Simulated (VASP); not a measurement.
Set up this calculation in VASP 6.6.1, as the native input.

```yaml
Task: relaxation of cell and atoms
Functional: PBE
Potentials_or_basis: VASP PAW PBE potentials, release 64 (Au)
Cutoff: 500 eV
k_mesh: 6 × 6 × 4
Occupations: gaussian, width 0.1 eV
Spin: no spin polarisation
Dipole_correction: no
Further_INCAR_settings: ALGO = Normal; EDIFF = 1e-07; IBRION = 2; EDIFFG = -0.04; NSW = 90; ISIF = 3
```

The structure of Au lies in POSCAR:

```
Au
1.0
    5.3045746900      0.0000000000      0.0000000000
   -2.6522873400      4.5938964400      0.0000000000
    0.0000000000      0.0000000000      4.6576432100
Au
6
Direct
    0.8452486200      0.1547513800      0.2500000000
    0.8452486200      0.6904972400      0.2500000000
    0.3095027600      0.1547513800      0.2500000000
    0.1547513800      0.8452486200      0.7500000000
    0.1547513800      0.3095027600      0.7500000000
    0.6904972400      0.8452486200      0.7500000000
```

The cell was generated, and may not be a known phase.

The input as run:

INCAR

```
ALGO = Normal
EDIFF = 1E-7
EDIFFG = -0.04
ENCUT = 500
GGA = PE
GGA_COMPAT = False
IBRION = 2
ISIF = 3
ISMEAR = 0
LASPH = True
LCHARG = False
LREAL = False
LWAVE = False
NELM = 120
NELMIN = 4
NSW = 90
PREC = Accurate
SIGMA = 0.1
```

KPOINTS

```
k-points
0
Gamma
  6 6 4
```

Potentials or basis: VASP PAW PBE potentials, release 64 (Au).

The run is started by

```sh
$ cat potpaw_PBE.64/Au/POTCAR > POTCAR
$ mpirun -np 1 vasp_std > vasp.out
```

It gave:

```
Relaxed volume                        : 21.07 Å³/atom
Relaxed cell                          : a = 5.622 Å, b = 5.622 Å, c = 4.619 Å, α = 90.00°, β = 90.00°, γ = 120.00°
Space group after relaxing (to 0.1 Å) : P6_3/mmc (No. 194)
Energy gained by relaxing             : 530.9 meV/atom
Ionic steps                           : 13
Pressure after relaxing               : 0.1 GPa
Largest force after relaxing          : 0.008 eV/Å
Band gap on the k mesh                : zero (bands 33 and 34 overlap by 2.72 eV)
```

Caveat: spin-orbit coupling is left out, which moves the levels of the heavy elements.

Run time: 6.8 min on 1 thread of AMD EPYC 9R45 96-Core Processor (Zen 5) (shared host), peak memory 0.24 GiB.
